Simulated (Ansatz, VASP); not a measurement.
**AlIn in VASP and in Ansatz**

POSCAR

```
AlIn
1.0
    3.0541300000      0.0000000000      0.0000000000
   -1.5270700000      2.6449600000      0.0000000000
    0.0000000000      0.0000000000      5.8280200000
Al In
1 1
Direct
    0.0000000000      0.0000000000      0.0000000000
    0.0000000000      0.0000000000      0.5000000000
```

INCAR.step1

```
PREC = Accurate ; ENCUT = 520
ISMEAR = -1 ; SIGMA = 0.05
LREAL = F ; LASPH = T
NELM = 80 ; NBANDS = 15
GGA = PE ; ALGO = Normal
EDIFF = 1E-4 ; LWAVE = T
LCHARG = F
```

The input INCAR.step2:

```
PREC = Accurate ; ENCUT = 520
EDIFF = 1E-6 ; ISMEAR = -1
SIGMA = 0.05 ; LREAL = F
LASPH = T ; NELM = 80
ALGO = Normal ; ISIF = 2
LWAVE = F ; LCHARG = F
METAGGA = R2SCAN ; LMIXTAU = T
NBANDS = 15 ; ISTART = 1
```

The input KPOINTS:

```
Automatic mesh
0
Gamma
  6 6 3
```

The input input.yaml:

```yaml
crystal:
  lattice:
    - [3.05413, 0.0, 0.0]
    - [-1.52707, 2.64496, 0.0]
    - [0.0, 0.0, 5.82802]
  atoms:
    - { symbol: Al, position: [0.0, 0.0, 0.0] }
    - { symbol: In, position: [0.0, 0.0, 0.5] }
hamiltonian:
  xc: r2scan
  pseudopotentials: { kind: paw }
kpoints:
  mp_grid: { grid: [6, 6, 3] }
  band_path:
    path:
      - [[0.0, 0.0, 0.0], [0.5, 0.0, 0.0], [0.3333333333, 0.3333333333, 0.0], [0.0, 0.0, 0.0], [0.0, 0.0, 0.5], [0.5, 0.0, 0.5], [0.3333333333, 0.3333333333, 0.5], [0.0, 0.0, 0.5]]
      - [[0.5, 0.0, 0.5], [0.5, 0.0, 0.0]]
      - [[0.3333333333, 0.3333333333, 0.0], [0.3333333333, 0.3333333333, 0.5]]
    npoints: 14
scf:
  occupations: { method: fermi_dirac, width: 0.05 }
  n_extra_bands: 6
output:
  forces: true
  stress: true
  eigenvalues: true
  fatbands: false
```

Alike in both runs: functional r2SCAN; k mesh 6 × 6 × 3; occupations fermi-dirac, width 0.05 eV; no spin polarisation.

|  | VASP | Ansatz |
| --- | --- | --- |
| version | VASP 6.6.1 | Ansatz 0.2.0 |
| potentials or method | VASP PAW PBE potentials, release 64 (Al, In_d) | Ansatz PAW |
| plane-wave cutoff (eV) | 520 | 500 |
| valence electrons in the cell | 16 | 16 |
| task | single point | band structure |

Ansatz gave:

```
gap on the k mesh at the Fermi level (eV)                     : none
pressure (GPa)                                                : -1.5
traceless stress, the component that is largest in VASP (GPa) : -0.59
```

Problem. What did VASP give for the same quantities?

Solution. gap on the k mesh at the Fermi level (eV): none; pressure (GPa): -1.6; traceless stress, the component that is largest in VASP (GPa): -0.61.

VASP's potentials were made for PBE, not for r2SCAN. A gap of «none» marks a metal or a gap that the smearing closes. The functional is the same, so the differences come from potentials, cutoffs and numerics.

The k mesh is coarse, so the values compare programs but aren't converged.
